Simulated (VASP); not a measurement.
# Si2Ge (P-3m1) in VASP: notebook

Runs on Si2Ge. Level: PBE. Tasks: relaxation of cell and atoms, single point.

All numbers are computed with VASP 6.6.1; they aren't measurements. Logs are shortened: lines on timing, memory, paths and dates and some standing lists are left out, and cuts for length are marked.

## 1. The cell of the first run

The structure is trigonal, space group P-3m1 (No. 164). Conventional cell: a = 3.890 Å, b = 3.890 Å, c = 9.530 Å, α = 90.00°, β = 90.00°, γ = 120.00°. Within 3.1 Å of Si (site symmetry 3m) lie 4 Si at 2.38 Å. Within 3.1 Å of Si (site symmetry 3m) lie 3 Si at 2.38 Å and 1 Ge at 2.38 Å. Within 3.1 Å of Ge (site symmetry 3m) lie 3 Ge at 2.38 Å and 1 Si at 2.38 Å.

## 2. Relaxation of cell and atoms, PBE

File INCAR:

```
SYSTEM = Si2Ge
ALGO = Normal
EDIFF = 1E-6
EDIFFG = -0.08
ENCUT = 600
GGA = PE
IBRION = 2
ISIF = 3
ISMEAR = 0
LASPH = .TRUE.
LCHARG = .FALSE.
LREAL = .FALSE.
LWAVE = .FALSE.
NELM = 100
NSW = 36
PREC = Accurate
SIGMA = 0.2
```

File KPOINTS:

```
k-points
0
G
  5 5 2
  0 0 0
```

File POSCAR:

```
Si2Ge
1.0
    3.8900000000      0.0000000000      0.0000000000
   -1.9450000000      3.3688388200      0.0000000000
    0.0000000000      0.0000000000      9.5300000000
Si Ge
4 2
Direct
    0.0000000000      0.0000000000      0.8750000000
    0.3333333300      0.6666666700      0.7917000000
    0.0000000000      0.0000000000      0.1250000000
    0.6666666700      0.3333333300      0.2083000000
    0.3333333300      0.6666666700      0.5417000000
    0.6666666700      0.3333333300      0.4583000000
```

Potentials or basis: VASP PAW PBE potentials, release 64 (Si, Ge_d).

The run is started by

```
$ cat potpaw_PBE.64/Si/POTCAR potpaw_PBE.64/Ge_d/POTCAR > POTCAR
$ mpirun -np 1 vasp_std > vasp.out
```

OUTCAR:

```text
SYSTEM = Si2Ge
   EDIFF = 1E-6
   EDIFFG = -0.08
   ENCUT = 600
   GGA = PE
   IBRION = 2
   ISIF = 3
   ISMEAR = 0
   LASPH = .TRUE.
   LREAL = .FALSE.
   NELM = 100
   NSW = 36
   PREC = Accurate

 ion  position               nearest neighbor table
   1  0.000  0.000  0.875-   2 2.38   2 2.38   2 2.38   3 2.38
   2  0.333  0.667  0.792-   1 2.38   1 2.38   1 2.38   5 2.38
   3  0.000  0.000  0.125-   4 2.38   4 2.38   4 2.38   1 2.38
   4  0.667  0.333  0.208-   3 2.38   3 2.38   3 2.38   6 2.38
   5  0.333  0.667  0.542-   6 2.38   6 2.38   6 2.38   2 2.38
   6  0.667  0.333  0.458-   5 2.38   5 2.38   5 2.38   4 2.38

  LATTYP: Found a hexagonal cell.
 ALAT       =     3.8900000000
 C/A-ratio  =     2.4498714653

  Lattice vectors:

 A1 = (   3.8900000000,   0.0000000000,   0.0000000000)
 A2 = (  -1.9450000000,   3.3688388200,   0.0000000000)
 A3 = (   0.0000000000,   0.0000000000,   9.5300000000)

Analysis of symmetry for initial positions (statically):
=====================================================================
 Subroutine PRICEL returns:
 Original cell was already a primitive cell.

 Routine SETGRP: Setting up the symmetry group for a
 hexagonal supercell.

 Subroutine GETGRP returns: Found 12 space group operations
 (whereof 12 operations were pure point group operations)
 out of a pool of 24 trial point group operations.

The static configuration has the point symmetry D_3d.

Analysis of symmetry for dynamics (positions and initial velocities):
=====================================================================
 Subroutine PRICEL returns:
 Original cell was already a primitive cell.

 Routine SETGRP: Setting up the symmetry group for a
 hexagonal supercell.

 Subroutine GETGRP returns: Found 12 space group operations
 (whereof 12 operations were pure point group operations)
 out of a pool of 24 trial point group operations.

The dynamic configuration has the point symmetry D_3d.

 Subroutine INISYM returns: Found 12 space group operations
 (whereof 12 operations are pure point group operations),
 and found     1 'primitive' translations

----------------------------------------------------------------------------------------

                                     Primitive cell

  volume of cell :     124.8886

  direct lattice vectors                    reciprocal lattice vectors
     3.890000000  0.000000000  0.000000000     0.257069409  0.148419092  0.000000000
    -1.945000000  3.368838820  0.000000000     0.000000000  0.296838185  0.000000000
     0.000000000  0.000000000  9.530000000     0.000000000  0.000000000  0.104931794

  length of vectors
     3.890000000  3.889999999  9.530000000     0.296838185  0.296838185  0.104931794

  position of ions in fractional coordinates (direct lattice)
     0.000000000  0.000000000  0.875000000
     0.333333330  0.666666670  0.791700000
     0.000000000  0.000000000  0.125000000
     0.666666670  0.333333330  0.208300000
     0.333333330  0.666666670  0.541700000
     0.666666670  0.333333330  0.458300000

  ion indices of the primitive-cell ions
   primitive index   ion index
                 1           1
                 2           2
                 3           3
                 4           4
                 5           5
                 6           6

----------------------------------------------------------------------------------------

 KPOINTS: k-points

Automatic generation of k-mesh.
 Grid dimensions read from file:
 generate k-points for:    5    5    2

 Generating k-lattice:

  Cartesian coordinates                     Fractional coordinates (reciprocal lattice)
     0.051413882  0.029683818  0.000000000     0.200000000  0.000000000  0.000000000
     0.000000000  0.059367637  0.000000000     0.000000000  0.200000000  0.000000000
     0.000000000  0.000000000  0.052465897     0.000000000  0.000000000  0.500000000

  Length of vectors
     0.059367637  0.059367637  0.052465897

  Shift w.r.t. Gamma in fractional coordinates (k-lattice)
     0.000000000  0.000000000  0.000000000

 Subroutine IBZKPT returns following result:
 ===========================================

 Found     10 irreducible k-points:

 Following reciprocal coordinates:
            Coordinates               Weight
  0.000000  0.000000  0.000000      1.000000
  0.200000  0.000000  0.000000      6.000000
  0.400000  0.000000  0.000000      6.000000
  0.200000  0.200000  0.000000      6.000000
  0.400000  0.200000  0.000000      6.000000
  0.000000  0.000000  0.500000      1.000000
  0.200000  0.000000  0.500000      6.000000
  0.400000  0.000000  0.500000      6.000000
  0.200000  0.200000  0.500000      6.000000
  0.400000  0.200000  0.500000      6.000000
   k-points           NKPTS =     10   k-points in BZ     NKDIM =     10   number of bands    NBANDS=     26
   number of dos      NEDOS =    301   number of ions     NIONS =      6
   total plane-waves  NPLWV =  81920
   dimension x,y,z NGX =    32 NGY =   32 NGZ =   80
   dimension x,y,z NGXF=    64 NGYF=   64 NGZF=  160
   ions per type =               4   2
   NGX,Y,Z   is equivalent  to a cutoff of  13.68, 13.68, 13.96 a.u.
   NGXF,Y,Z  is equivalent  to a cutoff of  27.35, 27.35, 27.91 a.u.
 SYSTEM =  Si2Ge
   PREC   = accura    normal or accurate (medium, high low for compatibility)
   ISTART =      0    job   : 0-new  1-cont  2-samecut
   ICHARG =      2    charge: 1-file 2-atom 10-const
   ISPIN  =      1    spin polarized calculation?
   LNONCOLLINEAR =      F non collinear calculations
   LSORBIT =      F    spin-orbit coupling
   LASPH  =      T    aspherical Exc in radial PAW
   ENCUT  =  600.0 eV  44.10 Ry    6.64 a.u.   7.77  7.77 19.03*2*pi/ulx,y,z
   NELM   =    100;   NELMIN=  2; NELMDL= -5     # of ELM steps
   EDIFF  = 0.1E-05   stopping-criterion for ELM
   LREAL  =      F    real-space projection
   EDIFFG = -.8E-01   stopping-criterion for IOM
   NSW    =     36    number of steps for IOM
   IBRION =      2    ionic relax: 0-MD 1-quasi-New 2-CG
   NFREE  =      1    steps in history (QN), initial steepest desc. (CG)
   ISIF   =      3    stress and relaxation
   ISYM   =      2    0-nonsym 1-usesym 2-fastsym
   POTIM  = 0.5000    time-step for ionic-motion
   TEBEG  =    0.0;   TEEND  =   0.0 temperature during run
   PSTRESS=    0.0 pullay stress
   NELECT =      44.0000    total number of electrons
   NUPDOWN=      -1.0000    fix difference up-down
   EMIN   =  10.00;   EMAX   =-10.00  energy-range for DOS
   EFERMI =   0.00;   METHOD = LEGACY
   ISMEAR =     0;   SIGMA  =   0.20  broadening in eV -4-tet -1-fermi 0-gaus
   EFERMI_NEDOS =   21; number of points for ismear=-14 and -15
   IALGO  =     38    algorithm
   IMIX   =      4    mixing-type and parameters
     AMIX     =   0.40;   BMIX     =  1.00
     AMIX_MAG =   1.60;   BMIX_MAG =  1.00
  volume/ion in A,a.u.               =      20.81       140.46
  Fermi-wavevector in a.u.,A,eV,Ry     =   1.156249  2.184994 18.189798  1.336912
  Thomas-Fermi vector in A             =   2.292871
   LORBIT       =      0    0 simple, 1 ext, 2 COOP (PROOUT), +10 PAW based schemes
   GGA     = PE    functional components
   LHFCALC =     F    Hartree Fock is set to
   AEXX    =    0.0000 exact exchange contribution
   IVDW    =     0    specifies the selected vdW correction
   LEPSILON=     F    determine dielectric tensor
   LRPA    =     F    only Hartree local field effects (RPA)
 conjugate gradient relaxation of ions
 non-spin polarized calculation
 Gauss-broadening in eV      SIGMA  =   0.20
  energy-cutoff  :      600.00
  volume of cell :      124.89
 maximum number of plane-waves:      4209
 NGX is ok and might be reduce to    32

--------------------------------------- Ionic step        1  -------------------------------------------

 number of electron      44.0000014 magnetization

 Free energy of the ion-electron system (eV)
  ---------------------------------------------------
  ext. energy  EPLUGINS =         0.00000000
  ---------------------------------------------------
  free energy    TOTEN  =       -30.44178942 eV

  energy without entropy =      -30.44090321  energy(sigma->0) =      -30.44134632

------------------------ aborting loop because EDIFF is reached ----------------------------------------

  FORCE on cell =-STRESS in cart. coord.  units (eV):
  Direction    XX          YY          ZZ          XY          YZ          ZX
  --------------------------------------------------------------------------------------
  -------------------------------------------------------------------------------------
  Total        2.3431104      2.3431104      1.5892405     -0.0000000      0.0000000      0.0000000
  in kB       30.0594200     30.0594199     20.3881335     -0.0000000      0.0000000      0.0000000
  external PRESSURE =      26.8356578 kB  Pullay stress =       0.0000000 kB
[... 185 lines left out ...]
  energy  without entropy=      -30.5155583852  energy(sigma->0) =      -30.51685240

--------------------------------------- Ionic step        6  -------------------------------------------

 number of electron      44.0000007 magnetization

 Free energy of the ion-electron system (eV)
  ---------------------------------------------------
  ext. energy  EPLUGINS =         0.00000000
  ---------------------------------------------------
  free energy    TOTEN  =       -30.51914980 eV

  energy without entropy =      -30.51653396  energy(sigma->0) =      -30.51784188

 E-fermi :   5.6699     XC(G=0):  -9.4904

 val. band max:        5.4331390497   @ k =   0.0000   0.0000   0.0000
 cond. band min:       5.9756387724   @ k =   0.4000   0.0000   0.0000
 fundamental gap:      0.5424997227
 Fermi energy:         5.6698918585

 k-point     1 :       0.0000    0.0000    0.0000
  band No.  band energies     occupation
      1     -19.0837      2.00000
      2     -19.0837      2.00000
      3     -19.0039      2.00000
      4     -19.0039      2.00000
      5     -18.9390      2.00000
      6     -18.9310      2.00000
[... 312 lines left out ...]
  FREE ENERGIE OF THE ION-ELECTRON SYSTEM (eV)
  ---------------------------------------------------
  free  energy   TOTEN  =       -30.5191497961 eV

  energy  without entropy=      -30.5165339624  energy(sigma->0) =      -30.51784188

 reached required accuracy - stopping structural energy minimisation
```

Run time: 2.5 min. Hardware: 1 thread of Intel Xeon 6975P-C, shared host; peak memory 0.29 GiB.

What came out:

| Item | Value |
| --- | --- |
| Free energy | -30.5191 eV |
| Relaxed volume | 21.42 Å³/atom |
| Relaxed cell | a = 3.936 Å, b = 3.936 Å, c = 9.579 Å, α = 90.00°, β = 90.00°, γ = 120.00° |
| Space group after relaxing (to 0.05 Å) | P-3m1 (No. 164) |
| Energy gained by relaxing | 12.9 meV/atom |
| Ionic steps | 6 |
| Pressure after relaxing | 0.1 GPa |
| Largest force after relaxing | 0.043 eV/Å |
| Band gap on the k mesh | 0.54 eV, indirect (least direct gap 0.90 eV) |

Forces in eV/Å, atoms in the order of the input:
```
Si   0.000  0.000 -0.041
Si   0.000  0.000  0.017
Si   0.000  0.000  0.041
Si   0.000  0.000 -0.017
Ge   0.000  0.000 -0.043
Ge   0.000  0.000  0.043
```

The path:
```csv
step,energy change (eV),largest force (eV/Å),pressure (GPa),volume (Å³)
1,0.0000,0.4850,2.68,124.89
2,-0.0508,0.3219,-1.46,131.30
3,-0.0562,0.3546,-0.57,129.72
4,-0.0710,0.1758,-0.32,129.19
5,-0.0764,0.1616,0.01,128.59
6,-0.0774,0.0429,0.12,128.52
```

Final structure:
```cif
data_structure
_symmetry_space_group_name_H-M 'P 1'
_symmetry_Int_Tables_number 1
_cell_length_a 3.9360
_cell_length_b 3.9360
_cell_length_c 9.5789
_cell_angle_alpha 90.000
_cell_angle_beta 90.000
_cell_angle_gamma 120.000
_cell_volume 128.52
loop_
_atom_site_label
_atom_site_type_symbol
_atom_site_fract_x
_atom_site_fract_y
_atom_site_fract_z
_atom_site_occupancy
Si1 Si 0.00000 0.00000 0.87665 1
Si2 Si 0.33333 0.66667 0.79799 1
Si3 Si 0.00000 0.00000 0.12335 1
Si4 Si 0.66667 0.33333 0.20201 1
Ge1 Ge 0.33333 0.66667 0.54610 1
Ge2 Ge 0.66667 0.33333 0.45390 1
```

Caveat: the relaxation stopped at a loose force limit of 0.08 eV/Å, so its end isn't a converged minimum. Expect the measured gap to be larger: semilocal functionals such as PBE lack the derivative discontinuity.

## 3. Single point, PBE

This run uses another cell than the first one, of 21.42 Å³/atom, 1.029 times its volume.

File INCAR:

```
SYSTEM = Si2Ge
PREC = Accurate ; ENCUT = 520
EDIFF = 1E-6 ; ISMEAR = 0
SIGMA = 0.02 ; LREAL = .FALSE.
LASPH = .TRUE. ; NELM = 60
ALGO = Normal ; ISIF = 2
LWAVE = .FALSE. ; LCHARG = .FALSE.
GGA = PE ; NBANDS = 31
```

File KPOINTS:

```
regular mesh
0
G
  12 12 4
  0 0 0
```

File POSCAR:

```
Si2Ge
1.0
    3.9281213091      0.0000000000      0.0000000000
   -1.9640606545      3.4018528428      0.0000000000
    0.0000000000      0.0000000000      9.6193682972
Si Ge
4 2
Direct
    0.0000000000      0.0000000000      0.8774688889
    0.0000000000      0.0000000000      0.1225311111
    0.3333333333      0.6666666667      0.5394678941
    0.6666666667      0.3333333333      0.4605321059
    0.3333333333      0.6666666667      0.7919434782
    0.6666666667      0.3333333333      0.2080565218
```

Potentials or basis: VASP PAW PBE potentials, release 64 (Si, Ge_d).

The run is started by

```
$ cat potpaw_PBE.64/Si/POTCAR potpaw_PBE.64/Ge_d/POTCAR > POTCAR
$ mpirun -np 1 vasp_std > vasp.out
```

It took 4.2 min on 1 thread of Intel Xeon 6975P-C, shared host; peak memory 0.38 GiB.

It converged, with:

```yaml
Free_energy: -30.6254 eV
Pressure: -0.1 GPa
Largest_force: 0.008 eV/Å
Band_gap_on_the_k_mesh: 0.59 eV, indirect (least direct gap 1.09 eV)
```

Forces on the atoms (eV/Å):
```
Si   0.000  0.000 -0.008
Si   0.000  0.000  0.008
Si   0.000  0.000 -0.003
Si   0.000  0.000  0.003
Ge   0.000  0.000  0.006
Ge   0.000  0.000 -0.006
```

Levels at points of the mesh, in eV from the valence-band top:
```csv
k point,band 20,band 21,band 22,band 23,band 24,band 25
"(0.00, 0.00, 0.00)",-0.04,0.00,0.00,1.09,1.27,1.97
"(0.50, 0.00, 0.00)",-2.81,-1.91,-1.74,0.74,0.74,1.83
"(0.00, 0.00, 0.50)",-0.58,-0.37,-0.37,1.00,1.81,1.82
"(0.50, 0.00, 0.50)",-2.53,-1.28,-1.26,0.89,0.98,1.24
```

## 4. Single point, PBE

This run uses another cell than the first one: it holds 3 atoms, not 6.

File INCAR:

```
PREC     = Accurate       # precision mode
ENCUT    = 500            # plane-wave cutoff, eV
EDIFF    = 1E-6           # SCF threshold, eV
ISMEAR   = 0              # smearing method
SIGMA    = 0.2            # smearing width, eV
LREAL    = F              # projectors in reciprocal space
LASPH    = T              # aspherical terms in the spheres
NELM     = 120            # most SCF steps
ALGO     = Normal         # electronic algorithm
ISIF     = 2              # what is computed and relaxed
LWAVE    = F              # write WAVECAR
LCHARG   = F              # write CHGCAR
GGA      = PE             # functional
NBANDS   = 18             # bands
GGA_COMPAT= F
```

File KPOINTS:

```
Automatic mesh
0
Gamma
  7 7 3
```

File POSCAR:

```
Si2Ge
1.0
    2.8401307239     -0.0000000028      0.0000000000
   -1.4200653596      2.4596253584      0.0000000000
    0.0000000000      0.0000000000      7.1304113153
Si Ge
2 1
Direct
    0.3333333333      0.6666666667      0.6500206757
    0.6666666667      0.3333333333      0.3499793243
    0.0000000000      0.0000000000      0.0000000000
```

The run is started by

```
$ cat potpaw_PBE.64/Si/POTCAR potpaw_PBE.64/Ge_d/POTCAR > POTCAR
$ mpirun -np 1 vasp_std > vasp.out
```

Run time: 17 s. Hardware: 1 thread of Intel Xeon 6975P-C, shared host; peak memory 0.17 GiB.

It converged, with:

| Quantity | Value |
| --- | --- |
| Free energy | -13.7791 eV |
| Pressure | -0.2 GPa |
| Largest force | 0.056 eV/Å |
| Band gap on the k mesh | zero (band 11 reaches 15.90 eV, above the bottom of band 12 at 6.12 eV) |

Forces in eV/Å, atoms in the order of the input:
```
Si   0.000  0.000 -0.056
Si   0.000  0.000  0.056
Ge   0.000  0.000  0.000
```

Stress tensor (GPa, compression positive):
```
-0.15  0.00  0.00
 0.00 -0.15  0.00
 0.00  0.00 -0.44
```

Levels at points of the mesh, in eV from the Fermi level:
```tsv
k point	band 7	band 8	band 9	band 10	band 11	band 12	band 13	band 14	band 15	band 16
(0.00, 0.00, 0.00)	-11.47	-10.16	-2.36	-1.86	7.45	7.45	8.23	8.23	9.35	10.04
```

Caveat: the k points lie up to 0.36 Å⁻¹ apart.

## 5. The runs side by side

```tsv
task	cell	k mesh	cutoff (eV)	smearing	gap on the mesh (eV)	pressure (GPa)	largest force (eV/Å)
relaxation of cell and atoms	relaxed from a = 3.890, b = 3.890, c = 9.530 Å, angles 90.0, 90.0, 120.0°, 6 atoms	5 × 5 × 2	600	gaussian 0.2 eV	0.54	0.1	0.04
single point	a = 3.928, b = 3.928, c = 9.619 Å, angles 90.0, 90.0, 120.0°, 6 atoms	12 × 12 × 4	520	gaussian 0.02 eV	0.59	-0.1	0.01
single point	a = 2.840, b = 2.840, c = 7.130 Å, angles 90.0, 90.0, 120.0°, 3 atoms	7 × 7 × 3	500	gaussian 0.2 eV	none	-0.2	0.06
```

Alike in all rows: level PBE; potentials or basis VASP PAW PBE potentials, release 64 (Si, Ge_d); no spin polarisation.

Caveats: some runs use coarse meshes; the relaxation stopped at a loose force limit of 0.08 eV/Å, so its end isn't a converged minimum (some runs).

Absolute energies hang on the potentials; compare differences alone.
